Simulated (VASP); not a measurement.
# Ca (I4/mmm) in VASP: notebook

The runs below take Ca through single point, with PBEsol.

All numbers are computed with VASP 6.6.1; they aren't measurements. Logs are shortened: lines on timing, memory, paths and dates and some standing lists are left out, and cuts for length are marked.

## (1) The cell of the first run

The structure is tetragonal, space group I4/mmm (No. 139). The conventional cell has a = 4.403 Å, b = 4.403 Å, c = 4.134 Å, α = 90.00°, β = 90.00°, γ = 90.00°. Ca (site symmetry 4/mmm) has 14 Ca at 3.74 to 4.40 Å within 4.9 Å.

## (2) Single point, PBEsol (strained)

Contents of INCAR:

```
PREC = Accurate
ENCUT = 520
EDIFF = 1E-7
ISMEAR = 0
SIGMA = 0.1
LREAL = False
LASPH = True
NELM = 80
ALGO = Normal
ISIF = 2
LWAVE = False
LCHARG = False
GGA = PS
NBANDS = 11
```

Contents of KPOINTS:

```
regular mesh
0
Gamma
  12 12 12
```

Contents of POSCAR:

```
Ca
1.0
   -2.2014272000      2.0670272000      2.2014272000
    2.2014272000     -2.0670272000      2.2014272000
    2.2014272000      2.0670272000     -2.2014272000
Ca
1
Direct
    0.0000000000      0.0000000000      0.0000000000
```

Potentials or basis: VASP PAW PBE potentials, release 64 (Ca_sv).

Run with:

```console
cat potpaw_PBE.64/Ca_sv/POTCAR > POTCAR
mpirun -np 1 vasp_std > vasp.out
```

OUTCAR:

```text
PREC = Accurate
   ENCUT = 520
   EDIFF = 1E-7
   ISMEAR = 0
   LREAL = False
   LASPH = True
   NELM = 80
   ISIF = 2
   GGA = PS

 ion  position               nearest neighbor table
   1  0.000  0.000  0.000-

  LATTYP: Found a body centered tetragonal cell.
 ALAT       =     4.4028544000
 C/A-ratio  =     0.9389486966

  Lattice vectors:

 A1 = (  -2.2014272000,  -2.0670272000,   2.2014272000)
 A2 = (   2.2014272000,  -2.0670272000,  -2.2014272000)
 A3 = (   2.2014272000,   2.0670272000,   2.2014272000)

Analysis of symmetry for initial positions (statically):
=====================================================================
 Subroutine PRICEL returns:
 Original cell was already a primitive cell.

 Routine SETGRP: Setting up the symmetry group for a
 body centered tetragonal supercell.

 Subroutine GETGRP returns: Found 16 space group operations
 (whereof 16 operations were pure point group operations)
 out of a pool of 16 trial point group operations.

The static configuration has the point symmetry D_4h.

Analysis of symmetry for dynamics (positions and initial velocities):
=====================================================================
 Subroutine PRICEL returns:
 Original cell was already a primitive cell.

 Routine SETGRP: Setting up the symmetry group for a
 body centered tetragonal supercell.

 Subroutine GETGRP returns: Found 16 space group operations
 (whereof 16 operations were pure point group operations)
 out of a pool of 16 trial point group operations.

The dynamic configuration has the point symmetry D_4h.

 Subroutine INISYM returns: Found 16 space group operations
 (whereof 16 operations are pure point group operations),
 and found     1 'primitive' translations

----------------------------------------------------------------------------------------

                                     Primitive cell

  volume of cell :      40.0696

  direct lattice vectors                    reciprocal lattice vectors
    -2.201427200  2.067027200  2.201427200     0.000000000  0.241893285  0.227125385
     2.201427200 -2.067027200  2.201427200     0.227125385  0.000000000  0.227125385
     2.201427200  2.067027200 -2.201427200     0.227125385  0.241893285  0.000000000

  length of vectors
     3.736999449  3.736999449  3.736999449     0.331810642  0.321203800  0.331810642

  position of ions in fractional coordinates (direct lattice)
     0.000000000  0.000000000  0.000000000

  ion indices of the primitive-cell ions
   primitive index   ion index
                 1           1

----------------------------------------------------------------------------------------

 KPOINTS: regular mesh

Automatic generation of k-mesh.
 Grid dimensions read from file:
 generate k-points for:   12   12   12

 Generating k-lattice:

  Cartesian coordinates                     Fractional coordinates (reciprocal lattice)
     0.000000000  0.020157774  0.018927115     0.083333333  0.000000000 -0.000000000
     0.018927115  0.000000000  0.018927115     0.000000000  0.083333333  0.000000000
     0.018927115  0.020157774  0.000000000    -0.000000000  0.000000000  0.083333333

  Length of vectors
     0.027650887  0.026766983  0.027650887

  Shift w.r.t. Gamma in fractional coordinates (k-lattice)
     0.000000000  0.000000000  0.000000000

 Subroutine IBZKPT returns following result:
 ===========================================

 Found    163 irreducible k-points:

 Following reciprocal coordinates:
            Coordinates               Weight
  0.000000  0.000000  0.000000      1.000000
  0.083333 -0.000000  0.000000      8.000000
  0.166667  0.000000 -0.000000      8.000000
  0.250000 -0.000000  0.000000      8.000000
  0.333333  0.000000  0.000000      8.000000
  0.416667  0.000000  0.000000      8.000000
[... 16 lines left out ...]
  0.333333  0.166667 -0.000000     16.000000
  0.416667  0.166667 -0.000000     16.000000
 [... further k-points ...]
   k-points           NKPTS =    163   k-points in BZ     NKDIM =    163   number of bands    NBANDS=     11
   number of dos      NEDOS =    301   number of ions     NIONS =      1
   total plane-waves  NPLWV =  21952
   dimension x,y,z NGX =    28 NGY =   28 NGZ =   28
   dimension x,y,z NGXF=    56 NGYF=   56 NGZF=   56
   ions per type =               1
   NGX,Y,Z   is equivalent  to a cutoff of  12.46, 12.46, 12.46 a.u.
   NGXF,Y,Z  is equivalent  to a cutoff of  24.91, 24.91, 24.91 a.u.
 SYSTEM =  unknown system
   PREC   = accura    normal or accurate (medium, high low for compatibility)
   ISTART =      0    job   : 0-new  1-cont  2-samecut
   ICHARG =      2    charge: 1-file 2-atom 10-const
   ISPIN  =      1    spin polarized calculation?
   LNONCOLLINEAR =      F non collinear calculations
   LSORBIT =      F    spin-orbit coupling
   LASPH  =      T    aspherical Exc in radial PAW
   ENCUT  =  520.0 eV  38.22 Ry    6.18 a.u.   6.95  6.95  6.95*2*pi/ulx,y,z
   NELM   =     80;   NELMIN=  2; NELMDL= -5     # of ELM steps
   EDIFF  = 0.1E-06   stopping-criterion for ELM
   LREAL  =      F    real-space projection
   EDIFFG = 0.1E-05   stopping-criterion for IOM
   NSW    =      0    number of steps for IOM
   IBRION =     -1    ionic relax: 0-MD 1-quasi-New 2-CG
   NFREE  =      0    steps in history (QN), initial steepest desc. (CG)
   ISIF   =      2    stress and relaxation
   ISYM   =      2    0-nonsym 1-usesym 2-fastsym
   POTIM  = 0.5000    time-step for ionic-motion
   TEBEG  =    0.0;   TEEND  =   0.0 temperature during run
   PSTRESS=    0.0 pullay stress
   NELECT =      10.0000    total number of electrons
   NUPDOWN=      -1.0000    fix difference up-down
   EMIN   =  10.00;   EMAX   =-10.00  energy-range for DOS
   EFERMI =   0.00;   METHOD = LEGACY
   ISMEAR =     0;   SIGMA  =   0.10  broadening in eV -4-tet -1-fermi 0-gaus
   EFERMI_NEDOS =   21; number of points for ismear=-14 and -15
   IALGO  =     38    algorithm
   IMIX   =      4    mixing-type and parameters
     AMIX     =   0.40;   BMIX     =  1.00
     AMIX_MAG =   1.60;   BMIX_MAG =  1.00
  volume/ion in A,a.u.               =      40.07       270.40
  Fermi-wavevector in a.u.,A,eV,Ry     =   1.030710  1.947760 14.454332  1.062363
  Thomas-Fermi vector in A             =   2.164822
   LORBIT       =      0    0 simple, 1 ext, 2 COOP (PROOUT), +10 PAW based schemes
   GGA     = PS    functional components
   LHFCALC =     F    Hartree Fock is set to
   AEXX    =    0.0000 exact exchange contribution
   IVDW    =     0    specifies the selected vdW correction
   LEPSILON=     F    determine dielectric tensor
   LRPA    =     F    only Hartree local field effects (RPA)
 non-spin polarized calculation
 Gauss-broadening in eV      SIGMA  =   0.10
  energy-cutoff  :      520.00
  volume of cell :       40.07
 maximum number of plane-waves:      1098
   NGX = 13   NGY = 13   NGZ = 13

 number of electron      10.0000000 magnetization

 number of electron       9.9999999 magnetization

 Free energy of the ion-electron system (eV)
  ---------------------------------------------------
  ext. energy  EPLUGINS =         0.00000000
  ---------------------------------------------------
  free energy    TOTEN  =        -2.12062526 eV

  energy without entropy =       -2.11241824  energy(sigma->0) =       -2.11652175

 E-fermi :   2.1591     XC(G=0):  -7.9744

 val. band max:        2.1563760502   @ k =   0.3333   0.2500   0.1667
 cond. band min:       2.1694141238   @ k =   0.2500   0.3333   0.0833
 fundamental gap:      0.0130380736
 Fermi energy:         2.1590740755

 k-point     1 :       0.0000    0.0000    0.0000
  band No.  band energies     occupation
      1     -39.6120      2.00000
      2     -20.6049      2.00000
      3     -20.5906      2.00000
      4     -20.5906      2.00000
      5      -2.0243      2.00000
      6       4.3051      0.00000
      7       4.6197      0.00000
      8       4.6197      0.00000
      9       5.4095      0.00000
     10       5.8146      0.00000
     11      12.3821      0.00000

 k-point     2 :       0.0833   -0.0000    0.0000
  band No.  band energies     occupation
      1     -39.6107      2.00000
      2     -20.6133      2.00000
      3     -20.5946      2.00000
      4     -20.5943      2.00000
      5      -1.8896      2.00000
      6       4.2939      0.00000
      7       4.5576      0.00000
      8       4.6406      0.00000
      9       5.4023      0.00000
     10       5.7373      0.00000
     11      12.3996      0.00000

 k-point     3 :       0.1667    0.0000   -0.0000
  band No.  band energies     occupation
      1     -39.6071      2.00000
      2     -20.6434      2.00000
      3     -20.6055      2.00000
      4     -20.5972      2.00000
      5      -1.4959      2.00000
      6       4.1222      0.00000
      7       4.2831      0.00000
      8       4.8762      0.00000
      9       5.4274      0.00000
     10       5.6425      0.00000
     11      11.9265      0.00000

 k-point     4 :       0.2500   -0.0000    0.0000
  band No.  band energies     occupation
      1     -39.6021      2.00000
      2     -20.6862      2.00000
      3     -20.6204      2.00000
      4     -20.5989      2.00000
      5      -0.8757      2.00000
      6       3.7853      0.00000
      7       3.8509      0.00000
      8       5.3300      0.00000
      9       5.5311      0.00000
     10       5.6577      0.00000
     11      10.5322      0.00000
[... 239 lines left out ...]
 k-point    22 :       0.2500    0.1667   -0.0000
  band No.  band energies     occupation
      1     -39.5957      2.00000
      2     -20.7257      2.00000
      3     -20.6468      2.00000
      4     -20.6078      2.00000
      5       0.1781      2.00000
      6       3.1301      0.00000
      7       3.5176      0.00000
      8       5.4351      0.00000
      9       5.7855      0.00000
     10       6.2261      0.00000
     11       8.9289      0.00000

 k-point    23 :       0.3333    0.1667   -0.0000
  band No.  band energies     occupation
      1     -39.5925      2.00000
      2     -20.7470      2.00000
      3     -20.6604      2.00000
      4     -20.6114      2.00000
      5       1.0021      2.00000
      6       2.6815      0.00000
      7       3.2872      0.00000
      8       5.5429      0.00000
      9       5.8551      0.00000
     10       6.7504      0.00000
     11       7.9641      0.00000

 k-point    24 :       0.4167    0.1667   -0.0000
  band No.  band energies     occupation
      1     -39.5911      2.00000
      2     -20.7562      2.00000
      3     -20.6646      2.00000
      4     -20.6136      2.00000
      5       1.5959      2.00000
      6       2.2594      0.15607
      7       3.2145      0.00000
      8       5.4927      0.00000
      9       6.0413      0.00000
     10       6.9827      0.00000
     11       7.5323      0.00000

 [... further k-points ...]
[... 5 lines left out ...]
  --------------------------------------------------------------------------------------
  -------------------------------------------------------------------------------------
  Total        0.0375971      0.0328281      0.0375971      0.0000000     -0.0000000      0.0000000
  in kB        1.5033171      1.3126287      1.5033171      0.0000000     -0.0000000      0.0000000
  external PRESSURE =       1.4397543 kB  Pullay stress =       0.0000000 kB

 VOLUME and BASIS-vectors are now :
 -----------------------------------------------------------------------------
  energy-cutoff  :      520.00
  volume of cell :       40.07
      direct lattice vectors                 reciprocal lattice vectors
    -2.201427200  2.067027200  2.201427200     0.000000000  0.241893285  0.227125385
     2.201427200 -2.067027200  2.201427200     0.227125385  0.000000000  0.227125385
     2.201427200  2.067027200 -2.201427200     0.227125385  0.241893285  0.000000000

 POSITION                                       TOTAL-FORCE (eV/Angst)
 -----------------------------------------------------------------------------------
      0.00000      0.00000      0.00000         0.000000      0.000000      0.000000
 -----------------------------------------------------------------------------------
    total drift:                               -0.000000     -0.000000     -0.000000

  FREE ENERGIE OF THE ION-ELECTRON SYSTEM (eV)
  ---------------------------------------------------
  free  energy   TOTEN  =        -2.1206252591 eV

  energy  without entropy=       -2.1124182374  energy(sigma->0) =       -2.11652175
```

It took 30 s on 1 thread of Intel Xeon Platinum 8559C (Emerald Rapids), shared host; peak memory 0.2 GiB.

What came out:

| Quantity | Value |
| --- | --- |
| Free energy | -2.1206 eV |
| Pressure | 0.1 GPa |
| Band gap on the k mesh | zero (band 5 reaches 2.47 eV, above the bottom of band 6 at 2.02 eV) |

Caveat: the cell differs from its parent crystal (strained); the PAW data sets were made with another functional, which shifts forces and pressure a little.

## (3) Single point, PBEsol (strained)

Contents of INCAR:

```
PREC = Accurate ; ENCUT = 520
EDIFF = 1E-7 ; ISMEAR = 0
SIGMA = 0.1 ; LREAL = False
LASPH = True ; NELM = 80
ALGO = Normal ; ISIF = 2
LWAVE = False ; LCHARG = False
GGA = PS ; NBANDS = 11
```

Contents of KPOINTS:

```
Automatic mesh
0
Gamma
  12 12 12
```

Contents of POSCAR:

```
Ca
1.0
   -2.3442272000      2.1426272000      2.1426272000
    2.3442272000     -2.1426272000      2.1426272000
    2.3442272000      2.1426272000     -2.1426272000
Ca
1
Direct
    0.0000000000      0.0000000000      0.0000000000
```

Potentials or basis: VASP PAW PBE potentials, release 64 (Ca_sv).

Run with:

```console
cat potpaw_PBE.64/Ca_sv/POTCAR > POTCAR
mpirun -np 1 vasp_std > vasp.out
```

It took 33 s on 1 thread of Intel Xeon Platinum 8559C (Emerald Rapids), shared host; peak memory 0.2 GiB.

The run converged. Its results:

```
Free energy            : -2.1147 eV
Pressure               : -1.0 GPa
Band gap on the k mesh : zero (band 5 reaches 2.14 eV, above the bottom of band 6 at 1.74 eV)
```

Stress tensor (GPa, compression positive):
```
-0.82  0.00  0.00
 0.00 -1.06  0.00
 0.00  0.00 -1.06
```

Levels at points of the mesh, in eV from the Fermi level:
| k point | band 1 | band 2 | band 3 | band 4 | band 5 | band 6 | band 7 | band 8 | band 9 | band 10 |
| --- | --- | --- | --- | --- | --- | --- | --- | --- | --- | --- |
| (0.00, 0.00, 0.00) | -41.94 | -22.93 | -22.93 | -22.92 | -4.04 | 2.15 | 2.15 | 2.52 | 3.03 | 3.49 |
| (0.50, 0.00, 0.00) | -41.92 | -23.06 | -22.97 | -22.94 | -0.78 | 0.17 | 1.01 | 3.49 | 3.70 | 4.34 |
| (0.00, 0.50, 0.00) | -41.92 | -23.06 | -22.97 | -22.93 | -0.96 | -0.12 | 1.49 | 2.94 | 3.61 | 4.26 |
| (0.50, 0.50, 0.50) | -41.91 | -23.03 | -23.02 | -23.02 | -0.04 | 0.17 | 2.92 | 4.02 | 4.12 | 4.12 |

Caveat: the cell differs from its parent crystal (strained); the PAW data sets were made with another functional, which shifts forces and pressure a little.

## (4) Single point, PBEsol (strained)

Contents of INCAR:

```
SYSTEM = Ca
PREC = Accurate
ENCUT = 520
EDIFF = 1E-6
ISMEAR = 0
SIGMA = 0.1
LREAL = .FALSE.
LASPH = .TRUE.
NELM = 80
ALGO = Normal
ISIF = 2
LWAVE = .FALSE.
LCHARG = .TRUE.
GGA = PS
LELF = .TRUE.
LVHAR = .TRUE.
NBANDS = 11
```

Contents of KPOINTS:

```
Automatic mesh
0
G
  12 12 12
  0 0 0
```

Contents of POSCAR:

```
Ca
1.0
   -2.2047200000      2.3391200000      2.3391200000
    2.2047200000     -2.3391200000      2.3391200000
    2.2047200000      2.3391200000     -2.3391200000
Ca
1
Direct
    0.0000000000      0.0000000000      0.0000000000
```

Potentials or basis: VASP PAW PBE potentials, release 64 (Ca_sv).

Run with:

```console
cat potpaw_PBE.64/Ca_sv/POTCAR > POTCAR
mpirun -np 1 vasp_std > vasp.out
```

OUTCAR:

```text
SYSTEM = Ca
   PREC = Accurate
   ENCUT = 520
   EDIFF = 1E-6
   ISMEAR = 0
   LREAL = .FALSE.
   LASPH = .TRUE.
   NELM = 80
   ISIF = 2
   GGA = PS

 ion  position               nearest neighbor table
   1  0.000  0.000  0.000-

  LATTYP: Found a body centered tetragonal cell.
 ALAT       =     4.6782400000
 C/A-ratio  =     0.9425424946

  Lattice vectors:

 A1 = (  -2.2047200000,   2.3391200000,  -2.3391200000)
 A2 = (  -2.2047200000,  -2.3391200000,   2.3391200000)
 A3 = (   2.2047200000,   2.3391200000,   2.3391200000)

Analysis of symmetry for initial positions (statically):
[... 507 lines left out ...]
      5       0.2284      2.00000
      6       2.0582      0.00000
      7       2.5068      0.00000
      8       4.3387      0.00000
      9       4.5062      0.00000
     10       5.3274      0.00000
     11       6.1228      0.00000

 [... further k-points ...]
[... 5 lines left out ...]
  --------------------------------------------------------------------------------------
  -------------------------------------------------------------------------------------
  Total       -0.6894721     -0.7021002     -0.7021002      0.0000000      0.0000000     -0.0000000
  in kB      -22.8933241    -23.3126300    -23.3126300      0.0000000      0.0000000     -0.0000000
  external PRESSURE =     -23.1728613 kB  Pullay stress =       0.0000000 kB

 VOLUME and BASIS-vectors are now :
 -----------------------------------------------------------------------------
  energy-cutoff  :      520.00
  volume of cell :       48.25
      direct lattice vectors                 reciprocal lattice vectors
    -2.204720000  2.339120000  2.339120000     0.000000000  0.213755600  0.213755600
     2.204720000 -2.339120000  2.339120000     0.226786168  0.000000000  0.213755600
     2.204720000  2.339120000 -2.339120000     0.226786168  0.213755600  0.000000000

 POSITION                                       TOTAL-FORCE (eV/Angst)
 -----------------------------------------------------------------------------------
      0.00000      0.00000      0.00000         0.000000     -0.000000      0.000000
 -----------------------------------------------------------------------------------
    total drift:                               -0.000000     -0.000000      0.000000

  FREE ENERGIE OF THE ION-ELECTRON SYSTEM (eV)
  ---------------------------------------------------
  free  energy   TOTEN  =        -2.0583389394 eV

  energy  without entropy=       -2.0493589570  energy(sigma->0) =       -2.05384895
```

stdout:

```text
POSCAR found type information on POSCAR Ca
 POSCAR found :  1 types and       1 ions
 scaLAPACK will be used
 -----------------------------------------------------------------------------
|                                                                             |
|                                                                             |
|     You enforced a specific xc type in the INCAR file but a different       |
|     I HOPE YOU KNOW WHAT YOU ARE DOING!                                     |
|                                                                             |
 -----------------------------------------------------------------------------

 LDA part: xc-table for (Slater+PW92), standard interpolation
 POSCAR, INCAR and KPOINTS ok, starting setup
 FFT: planning ... GRIDC
 FFT: planning ... GRID_SOFT
 FFT: planning ... GRID
 WAVECAR not read
 entering main loop
```

Wall time 40 s (1 thread of Intel Xeon Platinum 8559C (Emerald Rapids), shared host); peak memory 0.22 GiB.

What came out:

```
Free energy            : -2.0583 eV
Pressure               : -2.3 GPa
Band gap on the k mesh : zero (band 5 reaches 1.75 eV, above the bottom of band 6 at 1.22 eV)
```

Levels at points of the mesh, in eV from the Fermi level:
| k point | band 1 | band 2 | band 3 | band 4 | band 5 | band 6 | band 7 | band 8 | band 9 | band 10 |
| --- | --- | --- | --- | --- | --- | --- | --- | --- | --- | --- |
| (0.00, 0.00, 0.00) | -42.22 | -23.23 | -23.22 | -23.22 | -3.84 | 1.93 | 2.17 | 2.17 | 2.85 | 3.14 |
| (0.50, 0.00, 0.00) | -42.21 | -23.31 | -23.25 | -23.22 | -0.96 | -0.23 | 1.46 | 2.71 | 3.15 | 3.84 |
| (0.00, 0.50, 0.00) | -42.21 | -23.31 | -23.25 | -23.23 | -0.81 | -0.06 | 1.17 | 2.93 | 3.32 | 3.87 |
| (0.50, 0.50, 0.50) | -42.21 | -23.29 | -23.29 | -23.28 | 0.12 | 0.21 | 3.11 | 3.11 | 3.66 | 3.66 |

Caveat: the cell differs from its parent crystal (strained); the PAW data sets were made with another functional, which shifts forces and pressure a little.

## (5) The runs side by side

| cell | gap on the mesh (eV) | pressure (GPa) |
| --- | --- | --- |
| a = 3.737 Å, angles 107.8, 112.8, 107.8°, 1 atom | none | 0.1 |
| a = 3.831 Å, angles 104.5, 112.0, 112.0°, 1 atom | none | -1.0 |
| a = 3.975 Å, angles 112.6, 107.9, 107.9°, 1 atom | none | -2.3 |

Alike in all rows: task single point; level PBEsol; potentials or basis VASP PAW PBE potentials, release 64 (Ca_sv); no spin polarisation; k mesh 12 × 12 × 12; cutoff (eV) 520; smearing gaussian 0.1 eV.

Caveats: the PAW data sets were made with another functional, which shifts forces and pressure a little.

Total energies depend on the potentials used, so only differences within one code and one set of settings carry meaning.
